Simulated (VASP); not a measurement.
# CoC (rocksalt type) (Fm-3m) in VASP: a series of runs, part 2 of 2

VASP 6.6.1.

### Step 3. Single point, PBE, collinear spin, ferromagnetic start (6.10 Å³/atom)

Contents of INCAR:

```
SYSTEM = CoC
PREC = Accurate ; ENCUT = 520
EDIFF = 1E-7 ; ISMEAR = -1
SIGMA = 0.05 ; LREAL = .FALSE.
LASPH = .TRUE. ; NELM = 150
ALGO = Normal ; ISIF = 2
LWAVE = .FALSE. ; LCHARG = .FALSE.
ISPIN = 2 ; MAGMOM = 1.7 0
LORBIT = 11 ; LMAXMIX = 4
GGA = PE ; NBANDS = 18
```

Contents of KPOINTS:

```
Automatic mesh
0
G
  17 17 17
  0 0 0
```

Contents of POSCAR:

```
CoC
1.0
    0.0000000000      1.8267428184      1.8267428184
    1.8267428184      0.0000000000      1.8267428184
    1.8267428184      1.8267428184      0.0000000000
Co C
1 1
Direct
    0.0000000000      0.0000000000      0.0000000000
    0.5000000000      0.5000000000      0.5000000000
```

Potentials or basis: VASP PAW PBE potentials, release 64 (Co, C).

Command:

```bash
$ cat potpaw_PBE.64/Co/POTCAR potpaw_PBE.64/C/POTCAR > POTCAR
$ mpirun -np 1 vasp_std > vasp.out
```

OUTCAR:

```text
SYSTEM = CoC
   PREC = Accurate
   ENCUT = 520
   EDIFF = 1E-7
   ISMEAR = -1
   LREAL = .FALSE.
   LASPH = .TRUE.
   NELM = 150
   ISIF = 2
   ISPIN = 2
   LORBIT = 11
   GGA = PE

 ion  position               nearest neighbor table
   1  0.000  0.000  0.000-   2 1.83   2 1.83   2 1.83   2 1.83   2 1.83   2 1.83
   2  0.500  0.500  0.500-   1 1.83   1 1.83   1 1.83   1 1.83   1 1.83   1 1.83

  LATTYP: Found a face centered cubic cell.
 ALAT       =     3.6534856368

  Lattice vectors:

 A1 = (   0.0000000000,   1.8267428184,   1.8267428184)
 A2 = (   1.8267428184,   0.0000000000,   1.8267428184)
 A3 = (   1.8267428184,   1.8267428184,   0.0000000000)

Analysis of symmetry for initial positions (statically):
=====================================================================
 Subroutine PRICEL returns:
 Original cell was already a primitive cell.

 Routine SETGRP: Setting up the symmetry group for a
 face centered cubic supercell.

[... 704 lines left out ...]
      5      12.8456      1.00000
      6      12.8456      1.00000
[... 493 lines left out ...]
     17      49.4688      0.00000
     18      51.9402      0.00000

 [... further k-points ...]

------------------------ aborting loop because EDIFF is reached ----------------------------------------

  FORCE on cell =-STRESS in cart. coord.  units (eV):
  Direction    XX          YY          ZZ          XY          YZ          ZX
  --------------------------------------------------------------------------------------
  -------------------------------------------------------------------------------------
  Total       11.8494083     11.8494083     11.8494083      0.0000000     -0.0000000      0.0000000
  in kB     1557.2022619   1557.2022619   1557.2022619      0.0000000     -0.0000000      0.0000000
  external PRESSURE =    1557.2022619 kB  Pullay stress =       0.0000000 kB

 VOLUME and BASIS-vectors are now :
 -----------------------------------------------------------------------------
  energy-cutoff  :      520.00
  volume of cell :       12.19
      direct lattice vectors                 reciprocal lattice vectors
     0.000000000  1.826742818  1.826742818    -0.273711217  0.273711217  0.273711217
     1.826742818  0.000000000  1.826742818     0.273711217 -0.273711217  0.273711217
     1.826742818  1.826742818  0.000000000     0.273711217  0.273711217 -0.273711217

 POSITION                                       TOTAL-FORCE (eV/Angst)
 -----------------------------------------------------------------------------------
      0.00000      0.00000      0.00000         0.000000      0.000000      0.000000
      1.82674      1.82674      1.82674        -0.000000     -0.000000     -0.000000
 -----------------------------------------------------------------------------------
    total drift:                                0.000000     -0.000000     -0.000000

  FREE ENERGIE OF THE ION-ELECTRON SYSTEM (eV)
  ---------------------------------------------------
  free  energy   TOTEN  =       -13.2134026967 eV

  energy  without entropy=      -13.1996990183  energy(sigma->0) =      -13.20655086

 total charge

# of ion       s       p       d       tot
------------------------------------------
    1        0.606   1.094   7.918   9.618
    2        0.916   1.673   0.000   2.589
--------------------------------------------------
tot          1.522   2.767   7.918  12.207

 magnetization (x)

# of ion       s       p       d       tot
------------------------------------------
    1       -0.000  -0.000  -0.000  -0.000
    2       -0.000  -0.000   0.000  -0.000
--------------------------------------------------
tot         -0.000  -0.000  -0.000  -0.001
```

OSZICAR:

```text
N       E                     dE             d eps       ncg     rms          rms(c)
DAV:   1     0.499156411667E+02    0.49916E+02   -0.53321E+03 13008   0.892E+02
DAV:   2    -0.143665337149E+02   -0.64282E+02   -0.56799E+02 12860   0.192E+02
DAV:   3    -0.170229207952E+02   -0.26564E+01   -0.25912E+01 13922   0.396E+01
DAV:   4    -0.170417104138E+02   -0.18790E-01   -0.18775E-01 14634   0.314E+00
DAV:   5    -0.170419351849E+02   -0.22477E-03   -0.22472E-03 14626   0.338E-01    0.351E+01
DAV:   6    -0.175852774669E+02   -0.54334E+00   -0.57992E+01 15794   0.960E+01    0.204E+01
DAV:   7    -0.132708434134E+02    0.43144E+01   -0.23638E+01 14996   0.607E+01    0.982E+00
DAV:   8    -0.132234738450E+02    0.47370E-01   -0.35752E-01 15148   0.478E+00    0.326E+00
DAV:   9    -0.132137009120E+02    0.97729E-02   -0.21960E-02 18450   0.140E+00    0.102E+00
DAV:  10    -0.132130891145E+02    0.61180E-03   -0.83360E-04 17282   0.267E-01    0.192E-01
DAV:  11    -0.132133276254E+02   -0.23851E-03   -0.16603E-04 17014   0.155E-01    0.108E-01
DAV:  12    -0.132134065917E+02   -0.78966E-04   -0.19009E-04 16314   0.167E-01    0.280E-02
DAV:  13    -0.132134032561E+02    0.33356E-05   -0.70860E-06 14130   0.238E-02    0.180E-02
DAV:  14    -0.132134027291E+02    0.52696E-06   -0.87225E-07 17056   0.654E-03    0.986E-03
DAV:  15    -0.132134026967E+02    0.32440E-07   -0.49779E-07 15786   0.512E-03
   1 F= -.13213403E+02 E0= -.13206551E+02  d E =-.137037E-01  mag=    -0.0004
```

Wall time 2.7 min (1 thread of Intel Xeon 8259CL, shared host); peak memory 0.18 GiB.

What came out:

| Quantity | Value |
| --- | --- |
| Free energy | -13.2134 eV |
| Pressure | 155.7 GPa |
| Net moment | 0.00 μB per cell |
| Valence electrons inside the program's atomic spheres | Co 9.62; C 2.59 |

Caveat: the cell stands under pressure; the moments typed at the start vanished in this run.

### Step 4. Single point, PBE, collinear spin, ferromagnetic start

Contents of INCAR:

```
SYSTEM = CoC
  PREC = Accurate
  ENCUT = 520
  EDIFF = 1E-6
  ISMEAR = -1
  SIGMA = 0.025
  LREAL = .False.
  LASPH = .True.
  NELM = 150
  ALGO = Normal
  ISIF = 2
  LWAVE = .False.
  LCHARG = .False.
  ISPIN = 2
  MAGMOM = 1.7 0
  LORBIT = 11
  LMAXMIX = 4
  GGA = PE
  NBANDS = 18
```

Contents of KPOINTS:

```
Automatic mesh
0
Gamma
  17 17 17
  0 0 0
```

POSCAR is that of step 3.

Command:

```bash
$ cat potpaw_PBE.64/Co/POTCAR potpaw_PBE.64/C/POTCAR > POTCAR
$ mpirun -np 1 vasp_std > vasp.out
```

It took 2.5 min on 1 thread of Intel Xeon 8259CL, shared host; peak memory 0.18 GiB.

It converged, with:

```yaml
Free_energy: -13.2081 eV
Pressure: 155.5 GPa
Net_moment: -0.01 μB per cell
Valence_electrons_inside_the_program's_atomic_spheres: Co 9.62; C 2.59
```

Levels at points of the mesh, in eV from the Fermi level:
Spin up:
| k point | band 4 | band 5 | band 6 | band 7 | band 8 | band 9 |
| --- | --- | --- | --- | --- | --- | --- |
| (0.00, 0.00, 0.00) | -3.89 | -3.10 | -3.10 | 1.01 | 1.01 | 1.01 |
Spin down:
```csv
k point,band 3,band 4,band 5,band 6,band 7,band 8,band 9,band 10
"(0.00, 0.00, 0.00)",-3.89,-3.89,-3.10,-3.10,1.01,1.01,1.01,17.34
```

Caveat: the cell stands under pressure; the moments typed at the start vanished in this run.

### Step 5. Single point, PBE, collinear spin, ferromagnetic start (6.74 Å³/atom)

This run uses another cell than the first one, of 6.74 Å³/atom.

Contents of INCAR:

```
ALGO     = Normal         # electronic algorithm
EDIFF    = 1E-6           # SCF threshold, eV
ENCUT    = 520            # plane-wave cutoff, eV
GGA      = PE             # functional
ISIF     = 2              # what is computed and relaxed
ISMEAR   = -1             # smearing method
ISPIN    = 2              # spin polarisation
LASPH    = True           # aspherical terms in the spheres
LCHARG   = False          # write CHGCAR
LMAXMIX  = 4              # l up to which the mixer works
LORBIT   = 11             # projections on sites
LREAL    = False          # projectors in reciprocal space
LWAVE    = False          # write WAVECAR
MAGMOM   = 1.7 0          # initial moments
NBANDS   = 18             # bands
NELM     = 150            # most SCF steps
PREC     = Accurate       # precision mode
SIGMA    = 0.05           # smearing width, eV
```

Contents of KPOINTS:

```
k-points
0
Gamma
  17 17 17
```

Contents of POSCAR:

```
CoC
1.0
    0.0000000000      1.8887130159      1.8887130159
    1.8887130159      0.0000000000      1.8887130159
    1.8887130159      1.8887130159      0.0000000000
Co C
1 1
Direct
    0.0000000000      0.0000000000      0.0000000000
    0.5000000000      0.5000000000      0.5000000000
```

Command:

```bash
$ cat potpaw_PBE.64/Co/POTCAR potpaw_PBE.64/C/POTCAR > POTCAR
$ mpirun -np 1 vasp_std > vasp.out
```

Run time: 2.5 min. Hardware: 1 thread of Intel Xeon 8259CL, shared host; peak memory 0.18 GiB.

Results (log left out):

* Free energy: -14.1309 eV
* Pressure: 79.2 GPa
* Net moment: 0.01 μB per cell
* Valence electrons inside the program's atomic spheres: Co 9.20; C 2.48

Levels at points of the mesh, in eV from the Fermi level:
Spin up:
```csv
k point,band 2,band 3,band 4,band 5,band 6,band 7,band 8,band 9,band 10,band 11
"(0.00, 0.00, 0.00)",-3.32,-3.32,-3.32,-2.67,-2.67,1.12,1.12,1.12,15.42,17.54
```
Spin down:
| k point | band 4 | band 5 | band 6 | band 7 | band 8 | band 9 |
| --- | --- | --- | --- | --- | --- | --- |
| (0.00, 0.00, 0.00) | -3.31 | -2.67 | -2.67 | 1.12 | 1.12 | 1.12 |

Caveat: the cell stands under pressure; the moments typed at the start vanished in this run.
